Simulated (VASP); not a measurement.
# KTaO3 (P1) in VASP: notebook, part 3 of 4

VASP 6.6.1. The steps go on from the part before.

### Step 5. Single point, r2SCAN

POSCAR

```
KTaO3
1.0
    8.1212400000      0.0000000000      0.0000000000
    0.0000000000      8.1212400000      0.0000000000
    0.0000000000      0.0000000000      8.1212400000
K Ta O
8 8 24
Direct
    0.0003201482     -0.0122148834      0.0304263881
   -0.0021179032      0.0292073624      0.5123232413
    0.0050115500      0.4795573090      0.0383438982
    0.0139264447      0.5066467682      0.4790155198
    0.4796311893     -0.0118947353     -0.0464337958
    0.4927326369     -0.0351670435      0.4843349045
    0.5402376977      0.4781412691      0.0006895499
    0.5133821929      0.5076441529      0.5410134413
    0.2533603243      0.2682595269      0.2185749959
    0.2375376174      0.2530524895      0.7443198329
    0.2816811226      0.7388650009      0.2742807749
    0.2736281652      0.7448985623      0.7689835542
    0.7338411376      0.2212593151      0.2700326551
    0.7471642262      0.2088351040      0.7550201693
    0.7589850811      0.7499963060      0.2856583477
    0.7778122553      0.7251109436      0.7755958450
    0.2454674409      0.2169865686     -0.0163521827
   -0.0624535170      0.2003758047      0.2635434983
    0.2366633667     -0.0196891115      0.2504051105
    0.1916332974      0.2377838852      0.4546842600
   -0.0165615103      0.2706975782      0.7651171496
    0.2339790475      0.0310913112      0.7137826243
    0.2530278627      0.7405396220     -0.0057749802
   -0.0178790431      0.7424974511      0.2434234181
    0.2101403234      0.4983229162      0.2273790702
    0.2362077712      0.7558697933      0.5013889505
    0.0005417892      0.7961222670      0.7448616221
    0.2275145175      0.5103284720      0.7279676503
    0.7377814225      0.1986273032     -0.0290842285
    0.4688323458      0.2657229684      0.2350749393
    0.6582615463     -0.0211790318      0.2507745123
    0.7009766981      0.2176884318      0.4941486768
    0.4648674340      0.2494323527      0.7384340322
    0.6887495013      0.0026843191      0.6860159286
    0.7504765282      0.7403795480      0.0103063079
    0.5070900503      0.6798961735      0.2664002049
    0.7215154336      0.4922154745      0.2654274470
    0.7128837468      0.7717663805      0.5206101531
    0.4861080328      0.7426452118      0.7397761918
    0.7459452005      0.5073732583      0.7232023681
```

INCAR.step1

```
ALGO = Normal
EDIFF = 1E-4
ENCUT = 520
GGA = PE
ISMEAR = -1
LASPH = True
LCHARG = False
LREAL = Auto
LWAVE = True
NBANDS = 178
NELM = 100
PREC = Accurate
SIGMA = 0.05
```

INCAR.step2

```
ALGO = Normal
EDIFF = 1E-7
ENCUT = 520
ISIF = 2
ISMEAR = -1
ISTART = 1
LASPH = True
LCHARG = False
LMIXTAU = True
LREAL = Auto
LWAVE = False
METAGGA = R2SCAN
NBANDS = 178
NELM = 100
PREC = Accurate
SIGMA = 0.05
```

KPOINTS

```
k-points
0
Gamma
  1 1 1
```

Potentials or basis: VASP PAW PBE potentials, release 64 (K_sv, Ta_pv, O).

Launch:

```console
> cat potpaw_PBE.64/K_sv/POTCAR potpaw_PBE.64/Ta_pv/POTCAR potpaw_PBE.64/O/POTCAR > POTCAR
> cp INCAR.step1 INCAR
> mpirun -np 1 vasp_gam > vasp.out
> cp INCAR.step2 INCAR
> mpirun -np 1 vasp_gam > vasp.out
```

OUTCAR:

```text
EDIFF = 1E-7
   ENCUT = 520
   ISIF = 2
   ISMEAR = -1
   ISTART = 1
   LASPH = True
   LREAL = Auto
   METAGGA = R2SCAN
   NELM = 100
   PREC = Accurate

 ion  position               nearest neighbor table
   1  0.000  0.988  0.030-  18 2.61  19 2.62  24 2.64  17 2.75  29 2.78  27 2.79  35 2.86  23 2.89
                             9 3.43  15 3.44  13 3.47  16 3.48  14 3.53  11 3.64  12 3.65  10 3.71
   2  0.998  0.029  0.512-  20 2.36  18 2.50  22 2.52  27 2.67  21 2.84  32 2.86  34 2.89  14 3.19
                            10 3.26  13 3.30  15 3.51
   3  0.005  0.480  0.038-  25 2.27  24 2.71  21 2.80   9 3.03  16 3.45  10 3.56  13 3.58  15 3.58
                             4 3.59  11 3.63   7 3.79
   4  0.014  0.507  0.479-  25 2.59  20 2.62  28 2.66  26 2.72  24 2.72  15 3.26  11 3.32   9 3.46
                            10 3.49  16 3.55   3 3.59  13 3.66  12 3.71
   5  0.480  0.988  0.954-  39 2.64  17 2.67  29 2.71  23 2.75  33 2.75  34 2.76  22 2.81  31 2.82
                            12 2.99  14 3.25  10 3.37  16 3.54   9 3.63  11 3.67
   6  0.493  0.965  0.484-  34 2.30  31 2.33  38 2.40  32 2.66  26 2.69  39 2.75  19 2.82  22 2.86
                            11 3.04  15 3.21  13 3.35  12 3.42  14 3.61   8 3.75
   7  0.540  0.478  0.001-  37 2.61  30 2.63  36 2.72  35 2.73  29 2.79  40 2.82  16 3.33   9 3.39
[... 449 lines left out ...]
    163       6.2377      0.00000
    164       6.3012      0.00000
 [bands above 164 left out]

------------------------ aborting loop because EDIFF is reached ----------------------------------------

  FORCE on cell =-STRESS in cart. coord.  units (eV):
  Direction    XX          YY          ZZ          XY          YZ          ZX
  --------------------------------------------------------------------------------------
  -------------------------------------------------------------------------------------
  Total       33.9760595    -12.2680588      6.5543594     -0.0006486     -2.1125062      3.1272996
  in kB      101.6287434    -36.6960564     19.6053138     -0.0019400     -6.3189010      9.3543377
  external PRESSURE =      28.1793336 kB  Pullay stress =       0.0000000 kB

 VOLUME and BASIS-vectors are now :
 -----------------------------------------------------------------------------
  energy-cutoff  :      520.00
  volume of cell :      535.63
      direct lattice vectors                 reciprocal lattice vectors
     8.121240000  0.000000000  0.000000000     0.123133906  0.000000000  0.000000000
     0.000000000  8.121240000  0.000000000     0.000000000  0.123133906  0.000000000
     0.000000000  0.000000000  8.121240000     0.000000000  0.000000000  0.123133906

 POSITION                                       TOTAL-FORCE (eV/Angst)
 -----------------------------------------------------------------------------------
      0.00260      8.02204      0.24710         0.245347     -0.302184     -0.492133
      8.10404      0.23720      4.16070        -0.045369     -1.615402     -0.211515
      0.04070      3.89460      0.31140        -1.843348      0.541914     -1.752839
      0.11310      4.11460      3.89020        -0.534231     -0.322274      0.771039
      3.89520      8.02464      7.74414         0.456126      0.397827      1.260704
      4.00160      7.83564      3.93340        -2.060985      1.340593      0.692992
[... 32 lines left out ...]
      3.94780      6.03120      6.00790         3.847855      0.516198      0.704981
      6.05800      4.12050      5.87330         0.908855     -0.730811      1.520847
 -----------------------------------------------------------------------------------
    total drift:                               -0.000169      0.007491     -0.032261

  FREE ENERGIE OF THE ION-ELECTRON SYSTEM (eV)
  ---------------------------------------------------
  free  energy   TOTEN  =      -683.2463579310 eV

  energy  without entropy=     -683.2463579309  energy(sigma->0) =     -683.24635793
```

OUTCAR.step1:

```text
EDIFF = 1E-4
   ENCUT = 520
   GGA = PE
   ISMEAR = -1
   LASPH = True
   LREAL = Auto
   NELM = 100
[... 494 lines left out ...]
      3.89520      8.02464      7.74414         0.452827      0.364353      1.238983
      4.00160      7.83564      3.93340        -1.974957      1.291082      0.639173
[... 32 lines left out ...]
      3.94780      6.03120      6.00790         4.218510      0.522040      0.593776
      6.05800      4.12050      5.87330         0.832253     -1.006277      1.338757
 -----------------------------------------------------------------------------------
    total drift:                                0.004107      0.009653     -0.015637

  FREE ENERGIE OF THE ION-ELECTRON SYSTEM (eV)
  ---------------------------------------------------
  free  energy   TOTEN  =      -315.2265388692 eV

  energy  without entropy=     -315.2265388691  energy(sigma->0) =     -315.22653887
```

OSZICAR.step1:

```text
N       E                     dE             d eps       ncg     rms          rms(c)
DAV:   1     0.411493875349E+04    0.41149E+04   -0.18539E+05   356   0.182E+03
DAV:   2     0.115385261469E+03   -0.39996E+04   -0.38272E+04   420   0.546E+02
DAV:   3    -0.368272505822E+03   -0.48366E+03   -0.47865E+03   430   0.185E+02
DAV:   4    -0.385062234923E+03   -0.16790E+02   -0.16726E+02   432   0.367E+01
DAV:   5    -0.386075949034E+03   -0.10137E+01   -0.10132E+01   640   0.663E+00    0.101E+02
DAV:   6    -0.317139643822E+03    0.68936E+02   -0.38395E+02   432   0.517E+01    0.389E+01
DAV:   7    -0.315738680457E+03    0.14010E+01   -0.34571E+01   400   0.154E+01    0.267E+01
DAV:   8    -0.315305502441E+03    0.43318E+00   -0.48478E+00   456   0.726E+00    0.553E+00
DAV:   9    -0.315221257819E+03    0.84245E-01   -0.64516E-01   464   0.241E+00    0.194E+00
DAV:  10    -0.315226393183E+03   -0.51354E-02   -0.12213E-01   520   0.964E-01    0.782E-01
DAV:  11    -0.315226373897E+03    0.19286E-04   -0.22567E-02   488   0.491E-01    0.205E-01
DAV:  12    -0.315226510709E+03   -0.13681E-03   -0.28630E-03   432   0.162E-01    0.918E-02
DAV:  13    -0.315226538869E+03   -0.28160E-04   -0.92936E-04   400   0.869E-02
   1 F= -.31522654E+03 E0= -.31522654E+03  d E =-.194071E-10
```

It took 8.1 min on 1 thread of Intel Xeon Platinum 8488C (Sapphire Rapids), shared host; peak memory 0.54 GiB.

Results:

```yaml
Free_energy: -683.2464 eV
Pressure: 2.8 GPa
Largest_force: 8.021 eV/Å
Band_gap_on_the_k_mesh: 3.16 eV
```

Forces in eV/Å, atoms in the order of the input:
```
K    0.245 -0.302 -0.492
K   -0.045 -1.615 -0.212
K   -1.843  0.542 -1.753
K   -0.534 -0.322  0.771
K    0.456  0.398  1.261
K   -2.061  1.341  0.693
K   -0.502  0.396 -0.049
K   -0.511 -0.872 -1.324
Ta  -0.166 -2.441  5.112
Ta   0.295 -0.108 -0.510
Ta  -0.721  2.323 -0.341
Ta  -5.571 -1.423 -1.443
Ta  -7.748  1.792  1.049
Ta   0.664  1.953 -3.931
Ta  -1.955 -1.425  0.339
Ta   0.188  2.183 -1.731
O   -1.503  0.752  0.477
O    7.733 -0.238 -1.826
O    0.947 -1.637 -0.962
O    1.354  1.388 -0.510
O   -1.273 -0.572 -0.885
O    0.143 -3.265  0.192
O   -0.278  0.367  1.065
O    0.095  0.249  0.782
O    0.915  0.502  0.538
O    0.202 -0.934 -1.150
O   -1.891 -1.273  0.695
O    0.175  0.780  0.208
O   -1.353  0.311  4.098
O    1.453 -0.037 -0.335
O    2.513  0.125 -1.226
O    0.222  1.416 -0.434
O    2.311  1.574  0.335
O    2.399 -0.889  3.926
O   -0.558  0.232 -1.824
O   -3.027  1.857 -0.571
O    2.135 -1.044 -0.180
O    2.340 -1.869 -2.075
O    3.848  0.516  0.705
O    0.909 -0.731  1.521
```

Stress tensor (GPa, compression positive):
```
10.16  0.00  0.94
 0.00 -3.67 -0.63
 0.94 -0.63  1.96
```

Levels at points of the mesh, in eV from the valence-band top:
| k point | band 150 | band 151 | band 152 | band 153 | band 154 | band 155 |
| --- | --- | --- | --- | --- | --- | --- |
| (0.00, 0.00, 0.00) | -0.25 | -0.08 | 0.00 | 3.16 | 3.39 | 3.49 |

Caveat: the k points lie up to 0.77 Å⁻¹ apart; the atoms stand as in a frame of molecular dynamics; the PAW data sets were made with another functional, which shifts forces and pressure a little; spin-orbit coupling is left out, which moves the levels of the heavy elements; an odd mesh through Γ misses points on the zone boundary, where band edges can lie.

### Step 6. Single point, r2SCAN

POSCAR

```
KTaO3
1.0
    8.1212400000      0.0000000000      0.0000000000
    0.0000000000      8.1212400000      0.0000000000
    0.0000000000      0.0000000000      8.1212400000
K Ta O
8 8 24
Direct
    0.0397968783      0.0100723535      0.0015884274
    0.0375435278     -0.0083977324      0.4663204141
   -0.0129290601      0.4808748418      0.0176820289
    0.0042111796      0.4944934517      0.4850983347
    0.4737823288      0.0010466382     -0.0649777620
    0.5337854810     -0.0537356364      0.5195635149
    0.5217429851      0.5091094463      0.0241219321
    0.5496081879      0.4972393378      0.4907501810
    0.2959892824      0.2807945585      0.2492599652
    0.2495185464      0.2594431392      0.7417955879
    0.2622136521      0.7422634967      0.2618196236
    0.2655998345      0.7324250976      0.7791297881
    0.7618664145      0.2217641641      0.2536558457
    0.7552171836      0.2507375721      0.7775044205
    0.7762115145      0.7464746763      0.2845870828
    0.7950633155      0.7461545281      0.8043968655
    0.2485334752      0.2340159877     -0.0277174422
   -0.0116361541      0.2502327231      0.2235865459
    0.2488289966     -0.0136186100      0.2303342839
    0.2341268082      0.2913717610      0.4766882890
    0.0068216184      0.2824199260      0.7229437869
    0.2440021475      0.0236417099      0.7264407898
    0.2372051559      0.7161960489      0.0101954874
   -0.0004679088      0.7102363678      0.2954105531
    0.2614625353      0.5034945402      0.2346193438
    0.2490383242      0.7211090917      0.4897404830
    0.0166107639      0.7720495885      0.7508336165
    0.2148932922      0.5045165517      0.7350478498
    0.7411676049      0.2492969054      0.0003570883
    0.5213858967      0.2349641188      0.2255813152
    0.7487280268     -0.0331969010      0.2341637484
    0.7662130414      0.2119011382      0.4717259926
    0.4924617423      0.2470312415      0.6981076781
    0.7746107737      0.0031399146      0.7783663578
    0.7631962607      0.7829715659      0.0173003137
    0.5077796002      0.7534317420      0.2606375381
    0.7430515537      0.4836822948      0.2805975442
    0.7601548532      0.7749801754      0.4998005231
    0.5211888825      0.7237441573      0.7904950476
    0.7524959243      0.4853199758      0.7717540671
```

INCAR.step1

```
SYSTEM = KTaO3
PREC = Accurate
ENCUT = 520
ISMEAR = -1
SIGMA = 0.05
LREAL = Auto
LASPH = .TRUE.
NELM = 60
NBANDS = 178
GGA = PE
ALGO = Normal
EDIFF = 1E-4
LWAVE = .TRUE.
LCHARG = .FALSE.
```

INCAR.step2

```
SYSTEM = KTaO3
PREC = Accurate
ENCUT = 520
EDIFF = 1E-6
ISMEAR = -1
SIGMA = 0.05
LREAL = Auto
LASPH = .TRUE.
NELM = 60
ALGO = Normal
ISIF = 2
LWAVE = .FALSE.
LCHARG = .TRUE.
METAGGA = R2SCAN
LMIXTAU = .TRUE.
LELF = .TRUE.
LVHAR = .TRUE.
NBANDS = 178
ISTART = 1
```

KPOINTS

```
Automatic mesh
0
G
  1 1 1
  0 0 0
```

Potentials or basis: VASP PAW PBE potentials, release 64 (K_sv, Ta_pv, O).

Launch:

```console
> cat potpaw_PBE.64/K_sv/POTCAR potpaw_PBE.64/Ta_pv/POTCAR potpaw_PBE.64/O/POTCAR > POTCAR
> cp INCAR.step1 INCAR
> mpirun -np 1 vasp_gam > vasp.out
> cp INCAR.step2 INCAR
> mpirun -np 1 vasp_gam > vasp.out
```

It took 8.3 min on 1 thread of Intel Xeon Platinum 8488C (Sapphire Rapids), shared host; peak memory 0.56 GiB.

It converged, with:

* Free energy: -683.2427 eV
* Pressure: 1.6 GPa
* Largest force: 6.777 eV/Å
* Band gap on the k mesh: 2.01 eV

Forces in eV/Å, atoms in the order of the input:
```
K   -0.678  0.005  0.105
K   -0.456  0.685  1.066
K    0.639  0.022  0.240
K   -0.339 -0.793  0.933
K    1.061  0.339  1.952
K   -1.223  1.619  0.101
K    0.316 -0.024 -0.116
K   -1.119  0.095  1.364
Ta  -2.002 -3.669  2.069
Ta   1.226 -1.329  0.644
Ta   3.952  5.042  2.212
Ta   1.621 -1.921 -0.606
Ta   3.280  0.783  1.571
Ta   1.652 -1.869 -2.112
Ta  -1.015 -2.124 -1.637
Ta  -1.639  0.784 -2.406
O    0.556  1.656  1.731
O    1.512 -0.463 -0.624
O   -0.130 -0.423  0.111
O    1.211 -1.481 -2.400
O   -2.612 -1.500  0.624
O   -0.304 -2.479 -0.594
O   -0.499  0.532 -2.734
O    2.148  0.632 -2.511
O   -0.036 -1.887 -1.530
O    0.351  0.441  1.472
O   -0.037 -0.487  0.123
O    1.348  2.924  0.629
O   -0.322  0.045 -1.275
O   -3.902  0.494 -0.260
O   -0.017  3.778 -0.093
O   -0.597 -0.164  3.274
O    1.498  0.733  1.002
O   -1.055 -0.406 -1.002
O    0.604 -2.035 -0.471
O   -2.340 -1.452 -0.456
O    0.032  0.685 -2.210
O    0.046 -0.822  3.977
O   -2.774  1.100 -1.576
O    0.043  2.937 -0.586
```

Stress tensor (GPa, compression positive):
```
-1.03 -1.22  0.29
-1.22 -1.16 -0.79
 0.29 -0.79  7.04
```

Levels at points of the mesh, in eV from the valence-band top:
```tsv
k point	band 149	band 150	band 151	band 152	band 153	band 154	band 155	band 156
(0.00, 0.00, 0.00)	-0.51	-0.39	-0.33	0.00	2.01	2.46	2.66	2.88
```

Caveat: the k points lie up to 0.77 Å⁻¹ apart; the atoms stand as in a frame of molecular dynamics; the PAW data sets were made with another functional, which shifts forces and pressure a little; spin-orbit coupling is left out, which moves the levels of the heavy elements; an odd mesh through Γ misses points on the zone boundary, where band edges can lie.

(Continued in part 4 of 4.)
